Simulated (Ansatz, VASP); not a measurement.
## Two plane-wave programs on W

```
CELL_PARAMETERS angstrom
3.18356 3.18356 -3.18356
-3.18356 -3.18356 -3.18356
-3.18356 3.18356 3.18356
ATOMIC_POSITIONS crystal
W 0.00000 0.50000 0.00000
W 0.50000 0.50000 0.00000
W 0.00000 0.50000 0.50000
W 0.50000 0.50000 0.50000
W 0.00000 0.00000 0.00000
W 0.50000 0.00000 0.00000
W 0.00000 0.00000 0.50000
W 0.50000 0.00000 0.50000
```

Alike in both runs: task single point; functional PBE; k mesh 14 × 14 × 14; occupations gaussian, width 0.15 eV; no spin polarisation.

|  | VASP | Ansatz |
| --- | --- | --- |
| version | VASP 6.6.1 | Ansatz 0.2.0 |
| potentials or method | VASP PAW PBE potentials, release 64 (W_sv), cutoff 520 eV | scalar-relativistic, plane waves, PAW |
| valence electrons in the cell | 112 | 112 |

|  | VASP | Ansatz | Ansatz less VASP |
| --- | --- | --- | --- |
| gap on the k mesh at the Fermi level (eV) | none | none | - |
| pressure (GPa) | 0.5 | 0.0 | -0.50 |

A gap of «none» marks a metal or a gap that the smearing closes.

Spin-orbit coupling is off throughout.
